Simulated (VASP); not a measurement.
# HC32 (a cell with a defect) (H_i (bond centre)) in VASP: settings compared

The runs below take HC32 (a cell with a defect) (H_i (bond centre)) through single point, with PBE, LDA.

All numbers are computed with VASP 6.6.1; they aren't measurements. Logs are shortened: lines on timing, memory, paths and dates and some standing lists are left out, and cuts for length are marked.

## Step 1: The cell of the first run

The cell holds a defect, 33 atoms: a = 6.186 Å, b = 6.186 Å, c = 6.186 Å, α = 109.47°, β = 109.47°, γ = 109.47°.

## Step 2: Single point, PBE

Contents of INCAR:

```
  PREC = Accurate
  ENCUT = 520
  EDIFF = 1E-6
  ISMEAR = -1
  SIGMA = 0.01
  LREAL = Auto
  LASPH = True
  NELM = 120
  ALGO = Normal
  ISIF = 2
  LWAVE = False
  LCHARG = False
  GGA = PE
  NBANDS = 86
  NELECT = 130.0
  GGA_COMPAT = False
```

Contents of KPOINTS:

```
regular mesh
0
Gamma
  1 1 1
```

Contents of POSCAR:

```
HC32
1.0
   -3.5716218665      3.5716218665      3.5716218665
    3.5716218665     -3.5716218665      3.5716218665
    3.5716218665      3.5716218665     -3.5716218665
C H
32 1
Direct
   -0.0032822957     -0.0102299523     -0.0034708994
   -0.0032325350      0.2461431644      0.7400565806
   -0.0018046039      0.4968357826      0.4952624354
   -0.0019030278      0.7449016464      0.2472202760
    0.2515975728     -0.0007117537      0.7497038843
    0.2474303007      0.2475013494      0.4952727413
    0.1846458408      0.4340538290      0.1844465796
    0.2473881382      0.7448636564     -0.0022167157
    0.5090434220      0.0095490634      0.5088348967
    0.4955683597      0.2475005770      0.2473018504
    0.4954919306      0.4968101293     -0.0021270679
    0.5090358060      0.7583938385      0.7600198310
    0.7499127434     -0.0007296138      0.2513366776
    0.7401530852      0.2460444765     -0.0035157486
    0.7499409413      0.5009717522      0.7496885169
    0.7602539270      0.7584495958      0.5088590513
    0.0059127582     -0.0010944934      0.7492712574
   -0.0038569240      0.2454963324      0.4941400007
   -0.0141315726      0.4864779014      0.2368211806
   -0.0037776993      0.7438235453     -0.0040222093
    0.2506967568     -0.0024936475      0.4985950025
    0.2372407954      0.2354581526      0.2370205214
    0.2371530577      0.4865327202     -0.0142949334
    0.2506664185      0.7481577112      0.7478862942
    0.4987834510     -0.0025318703      0.2504796943
    0.4943828231      0.2455027966     -0.0040345107
    0.4987849180      0.5000847206      0.7478737297
    0.5613797244      0.8106905037      0.5612546095
    0.7494922236     -0.0011013686      0.0056654934
    0.7494714651      0.2551956778      0.7492182981
    0.7481967856      0.5001273233      0.4985993520
    0.7481126792      0.7481537017      0.2504568228
    0.3729005749      0.6226519788      0.3728497174
```

Potentials or basis: VASP PAW PBE potentials, release 64 (C, H).

On the command line:

```
$ cat potpaw_PBE.64/C/POTCAR potpaw_PBE.64/H/POTCAR > POTCAR
$ mpirun -np 1 vasp_gam > vasp.out
```

OUTCAR:

```text
PREC = Accurate
   ENCUT = 520
   EDIFF = 1E-6
   ISMEAR = -1
   LREAL = Auto
   LASPH = True
   NELM = 120
   ISIF = 2
   GGA = PE
   NELECT = 130.0

 ion  position               nearest neighbor table
   1  0.997  0.990  0.997-  22 1.50  20 1.52  29 1.57  17 1.57
   2  0.997  0.246  0.740-  23 1.50  18 1.52  17 1.57  30 1.57
   3  0.998  0.497  0.495-  18 1.55  19 1.55  24 1.56  31 1.56
   4  0.998  0.745  0.247-  20 1.55  19 1.55  32 1.56  21 1.56
   5  0.252  0.999  0.750-  26 1.52  17 1.52  24 1.55  21 1.55
   6  0.247  0.248  0.495-  18 1.55  22 1.55  27 1.56  21 1.56
[... 24 lines left out ...]
  31  0.748  0.500  0.499-  15 1.55  16 1.55  10 1.56   3 1.56
  32  0.748  0.748  0.250-  13 1.55  16 1.55   4 1.56  11 1.56
  33  0.373  0.623  0.373-  28 1.16   7 1.17

  LATTYP: Found a body centered cubic cell.
 ALAT       =     7.1432437330

  Lattice vectors:

 A1 = (  -3.5716218665,   3.5716218665,   3.5716218665)
 A2 = (   3.5716218665,  -3.5716218665,   3.5716218665)
 A3 = (   3.5716218665,   3.5716218665,  -3.5716218665)

Analysis of symmetry for initial positions (statically):
=====================================================================
 Subroutine PRICEL returns:
 Original cell was already a primitive cell.

 Routine SETGRP: Setting up the symmetry group for a
 body centered cubic supercell.

 Subroutine GETGRP returns: Found  1 space group operations
 (whereof  1 operations were pure point group operations)
 out of a pool of 48 trial point group operations.

The static configuration has the point symmetry C_1 .

Analysis of symmetry for dynamics (positions and initial velocities):
=====================================================================
 Subroutine PRICEL returns:
 Original cell was already a primitive cell.

 Routine SETGRP: Setting up the symmetry group for a
 body centered cubic supercell.

 Subroutine GETGRP returns: Found  1 space group operations
 (whereof  1 operations were pure point group operations)
 out of a pool of 48 trial point group operations.

The dynamic configuration has the point symmetry C_1 .

 Subroutine INISYM returns: Found  1 space group operations
 (whereof  1 operations are pure point group operations),
 and found     1 'primitive' translations

----------------------------------------------------------------------------------------

                                     Primitive cell

  volume of cell :     182.2453

  direct lattice vectors                    reciprocal lattice vectors
    -3.571621867  3.571621867  3.571621867     0.000000000  0.139992423  0.139992423
     3.571621867 -3.571621867  3.571621867     0.139992423  0.000000000  0.139992423
     3.571621867  3.571621867 -3.571621867     0.139992423  0.139992423  0.000000000

  length of vectors
     6.186230538  6.186230538  6.186230538     0.197979184  0.197979184  0.197979184

  position of ions in fractional coordinates (direct lattice)
     0.996717704  0.989770048  0.996529101
     0.996767465  0.246143164  0.740056581
     0.998195396  0.496835783  0.495262435
     0.998096972  0.744901646  0.247220276
     0.251597573  0.999288246  0.749703884
     0.247430301  0.247501349  0.495272741
[... 25 lines left out ...]
     0.748112679  0.748153702  0.250456823
     0.372900575  0.622651979  0.372849717

  ion indices of the primitive-cell ions
   primitive index   ion index
                 1           1
                 2           2
                 3           3
                 4           4
                 5           5
                 6           6
[... 25 lines left out ...]
                32          32
                33          33

----------------------------------------------------------------------------------------

 KPOINTS: regular mesh

Automatic generation of k-mesh.
 Grid dimensions read from file:
 generate k-points for:    1    1    1

 Generating k-lattice:

  Cartesian coordinates                     Fractional coordinates (reciprocal lattice)
     0.000000000  0.139992423  0.139992423     1.000000000  0.000000000  0.000000000
     0.139992423  0.000000000  0.139992423     0.000000000  1.000000000  0.000000000
     0.139992423  0.139992423  0.000000000     0.000000000  0.000000000  1.000000000

  Length of vectors
     0.197979184  0.197979184  0.197979184

  Shift w.r.t. Gamma in fractional coordinates (k-lattice)
     0.000000000  0.000000000  0.000000000

 Subroutine IBZKPT returns following result:
 ===========================================

 Found      1 irreducible k-points:

 Following reciprocal coordinates:
            Coordinates               Weight
  0.000000  0.000000  0.000000      1.000000
   k-points           NKPTS =      1   k-points in BZ     NKDIM =      1   number of bands    NBANDS=     86
   number of dos      NEDOS =    301   number of ions     NIONS =     33
   total plane-waves  NPLWV = 110592
   dimension x,y,z NGX =    48 NGY =   48 NGZ =   48
   dimension x,y,z NGXF=    96 NGYF=   96 NGZF=   96
   ions per type =              32   1
   NGX,Y,Z   is equivalent  to a cutoff of  12.90, 12.90, 12.90 a.u.
   NGXF,Y,Z  is equivalent  to a cutoff of  25.80, 25.80, 25.80 a.u.
 SYSTEM =  unknown system
   PREC   = accura    normal or accurate (medium, high low for compatibility)
   ISTART =      0    job   : 0-new  1-cont  2-samecut
   ICHARG =      2    charge: 1-file 2-atom 10-const
   ISPIN  =      1    spin polarized calculation?
   LNONCOLLINEAR =      F non collinear calculations
   LSORBIT =      F    spin-orbit coupling
   LASPH  =      T    aspherical Exc in radial PAW
   ENCUT  =  520.0 eV  38.22 Ry    6.18 a.u.  11.50 11.50 11.50*2*pi/ulx,y,z
   NELM   =    120;   NELMIN=  2; NELMDL= -5     # of ELM steps
   EDIFF  = 0.1E-05   stopping-criterion for ELM
   LREAL  =      T    real-space projection
   EDIFFG = 0.1E-04   stopping-criterion for IOM
   NSW    =      0    number of steps for IOM
   IBRION =     -1    ionic relax: 0-MD 1-quasi-New 2-CG
   NFREE  =      0    steps in history (QN), initial steepest desc. (CG)
   ISIF   =      2    stress and relaxation
   ISYM   =      2    0-nonsym 1-usesym 2-fastsym
   POTIM  = 0.5000    time-step for ionic-motion
   TEBEG  =    0.0;   TEEND  =   0.0 temperature during run
   PSTRESS=    0.0 pullay stress
   NELECT =     130.0000    total number of electrons
   NUPDOWN=      -1.0000    fix difference up-down
   EMIN   =  10.00;   EMAX   =-10.00  energy-range for DOS
   EFERMI =   0.00;   METHOD = LEGACY
   ISMEAR =    -1;   SIGMA  =   0.01  broadening in eV -4-tet -1-fermi 0-gaus
   EFERMI_NEDOS =   21; number of points for ismear=-14 and -15
   IALGO  =     38    algorithm
   IMIX   =      4    mixing-type and parameters
     AMIX     =   0.40;   BMIX     =  1.00
     AMIX_MAG =   1.60;   BMIX_MAG =  1.00
  volume/ion in A,a.u.               =       5.52        37.27
  Fermi-wavevector in a.u.,A,eV,Ry     =   1.462751  2.764199 29.111586  2.139641
  Thomas-Fermi vector in A             =   2.578928
   LORBIT       =      0    0 simple, 1 ext, 2 COOP (PROOUT), +10 PAW based schemes
   GGA     = PE    functional components
   LHFCALC =     F    Hartree Fock is set to
   AEXX    =    0.0000 exact exchange contribution
   IVDW    =     0    specifies the selected vdW correction
   LEPSILON=     F    determine dielectric tensor
   LRPA    =     F    only Hartree local field effects (RPA)
 non-spin polarized calculation
  energy-cutoff  :      520.00
  volume of cell :      182.25
 maximum number of plane-waves:      2461
 NGX is ok and might be reduce to    48
   NGX = 23   NGY = 23   NGZ = 23

 number of electron     130.0000010 magnetization

 Free energy of the ion-electron system (eV)
  ---------------------------------------------------
  ext. energy  EPLUGINS =         0.00000000
  ---------------------------------------------------
  free energy    TOTEN  =      -272.76444199 eV

  energy without entropy =     -272.76444199  energy(sigma->0) =     -272.76444199

 E-fermi :  12.0683     XC(G=0): -13.2851

 val. band max:       11.8168775174   @ k =   0.0000   0.0000   0.0000
 cond. band min:      14.1174935314   @ k =   0.0000   0.0000   0.0000
 fundamental gap:      2.3006160140
 Fermi energy:        12.0682650937

 k-point     1 :       0.0000    0.0000    0.0000
  band No.  band energies     occupation
      1     -11.8571      2.00000
      2      -7.7284      2.00000
      3      -7.5782      2.00000
      4      -7.5753      2.00000
      5      -7.5619      2.00000
      6      -7.5599      2.00000
[... 69 lines left out ...]
     76      17.3176      0.00000
     77      17.3186      0.00000
 [bands above 77 left out]

------------------------ aborting loop because EDIFF is reached ----------------------------------------

  FORCE on cell =-STRESS in cart. coord.  units (eV):
  Direction    XX          YY          ZZ          XY          YZ          ZX
  --------------------------------------------------------------------------------------
  -------------------------------------------------------------------------------------
  Total       33.1439832     33.1599528     33.1320759     15.1350771     15.1205083     15.1073816
  in kB      291.3794184    291.5198123    291.2747369    133.0573314    132.9292528    132.8138514
  external PRESSURE =     291.3913225 kB  Pullay stress =       0.0000000 kB

 VOLUME and BASIS-vectors are now :
 -----------------------------------------------------------------------------
  energy-cutoff  :      520.00
  volume of cell :      182.25
      direct lattice vectors                 reciprocal lattice vectors
    -3.571621867  3.571621867  3.571621867     0.000000000  0.139992423  0.139992423
     3.571621867 -3.571621867  3.571621867     0.139992423  0.000000000  0.139992423
     3.571621867  3.571621867 -3.571621867     0.139992423  0.139992423  0.000000000

 POSITION                                       TOTAL-FORCE (eV/Angst)
 -----------------------------------------------------------------------------------
      3.53441      3.58404      3.53576         0.026487      0.279940      0.042156
     -0.03774      5.32415      1.79600         0.032032      0.037269      0.250664
     -0.02178      3.55956      3.57080        -0.060218      0.148391      0.160213
     -0.02134      1.78730      5.34235        -0.069906      0.177981      0.161324
      5.34813      0.00719      1.79003        -0.194524     -0.442093     -0.441969
      1.76918      1.76867     -0.00122         0.160339     -0.059062      0.175043
[... 25 lines left out ...]
      0.89468      0.89439      4.44956         0.061754     -0.166930     -0.191558
      2.22370      0.43966      2.22406        -0.003657      0.010496      0.001444
 -----------------------------------------------------------------------------------
    total drift:                               -0.071163     -0.035489     -0.063397

  FREE ENERGIE OF THE ION-ELECTRON SYSTEM (eV)
  ---------------------------------------------------
  free  energy   TOTEN  =      -272.7644419937 eV

  energy  without entropy=     -272.7644419937  energy(sigma->0) =     -272.76444199
```

Wall time 23 s (1 thread of AMD EPYC 9R45 (Zen 5), shared host); peak memory 0.26 GiB.

What came out:

- Free energy: -272.7644 eV
- Largest force: 0.690 eV/Å

Forces on the atoms (eV/Å):
```
C    0.026  0.280  0.042
C    0.032  0.037  0.251
C   -0.060  0.148  0.160
C   -0.070  0.178  0.161
C   -0.195 -0.442 -0.442
C    0.160 -0.059  0.175
C    0.106  0.092  0.120
C    0.173  0.193 -0.068
C    0.092 -0.201  0.094
C    0.178 -0.076  0.164
C    0.173  0.165 -0.066
C    0.100  0.100 -0.205
C   -0.433 -0.440 -0.204
C    0.250  0.043  0.058
C   -0.436 -0.201 -0.438
C   -0.209  0.091  0.088
C   -0.270 -0.045 -0.049
C    0.468  0.459  0.214
C    0.222 -0.075 -0.087
C    0.468  0.187  0.457
C   -0.198  0.060 -0.160
C   -0.099  0.210 -0.102
C   -0.080 -0.086  0.213
C   -0.202 -0.164  0.068
C   -0.170  0.059 -0.190
C    0.212  0.453  0.461
C   -0.166 -0.178  0.052
C   -0.110 -0.129 -0.082
C   -0.045 -0.042 -0.285
C   -0.030 -0.277 -0.040
C    0.052 -0.184 -0.167
C    0.062 -0.167 -0.192
H   -0.004  0.010  0.001
```

Caveat: the k points lie up to 1.24 Å⁻¹ apart; the cell carries a net charge on a neutralising background, which shifts energy and pressure; the cell is charged against a uniform background, so pressure and absolute levels hang on convention.

## Step 3: Single point, PBE

Contents of INCAR:

```
PREC = Accurate ; ENCUT = 520
EDIFF = 1E-6 ; ISMEAR = 0
SIGMA = 0.01 ; LREAL = Auto
LASPH = True ; NELM = 120
ALGO = Normal ; ISIF = 2
LWAVE = False ; LCHARG = True
GGA = PE ; LELF = True
LVHAR = True ; NBANDS = 86
NELECT = 130.0 ; GGA_COMPAT = False
```

Contents of KPOINTS:

```
Automatic mesh
0
Gamma
  1 1 1
  0.25 0.25 0.25
```

Edit POSCAR of step 2 so:

```diff
@@ -2,5 +2,5 @@
 1.0
-   -3.5716218665      3.5716218665      3.5716218665
-    3.5716218665     -3.5716218665      3.5716218665
-    3.5716218665      3.5716218665     -3.5716218665
+   -3.5716218700      3.5716218700      3.5716218700
+    3.5716218700     -3.5716218700      3.5716218700
+    3.5716218700      3.5716218700     -3.5716218700
 C H
```

Potentials or basis: VASP PAW PBE potentials, release 64 (C, H).

On the command line:

```
$ cat potpaw_PBE.64/C/POTCAR potpaw_PBE.64/H/POTCAR > POTCAR
$ mpirun -np 1 vasp_std > vasp.out
```

It took 32 s on 1 thread of AMD EPYC 9R45 (Zen 5), shared host; peak memory 0.27 GiB.

Results (log left out):

```yaml
Free_energy: -275.7212 eV
Largest_force: 0.040 eV/Å
```

Forces on the atoms (eV/Å):
```
C   -0.008 -0.004  0.006
C   -0.002  0.001 -0.032
C   -0.007 -0.013 -0.023
C   -0.017 -0.006 -0.001
C    0.004  0.010  0.011
C   -0.002 -0.007 -0.007
C    0.002 -0.013  0.014
C    0.011  0.009 -0.016
C   -0.004 -0.004 -0.003
C   -0.006 -0.025  0.001
C   -0.010  0.002 -0.014
C    0.001  0.001 -0.006
C    0.020  0.013 -0.005
C   -0.032  0.007  0.023
C    0.016 -0.002  0.014
C   -0.010 -0.006 -0.009
C    0.013 -0.009 -0.015
C    0.017  0.009  0.017
C    0.023  0.022  0.008
C    0.016 -0.010  0.006
C   -0.016  0.007  0.002
C   -0.003  0.011 -0.006
C    0.015  0.010  0.014
C   -0.019 -0.001  0.013
C   -0.006  0.006 -0.008
C    0.013  0.003  0.013
C   -0.002  0.004  0.000
C   -0.002 -0.020  0.026
C   -0.011 -0.007 -0.001
C    0.004  0.007 -0.006
C    0.000 -0.002 -0.006
C    0.009 -0.004 -0.009
H   -0.006  0.009  0.000
```

Levels at points of the mesh, in eV from the Fermi level:
```csv
k point,band 62,band 63,band 64,band 65,band 66,band 67,band 68,band 69
"(0.25, 0.25, 0.25)",-4.54,-4.52,-4.11,-0.11,2.90,2.90,2.92,3.03
```

Caveat: the k points lie up to 1.24 Å⁻¹ apart; the cell carries a net charge on a neutralising background, which shifts energy and pressure; the cell is charged against a uniform background, so pressure and absolute levels hang on convention.

(Continued in part 2 of 2.)
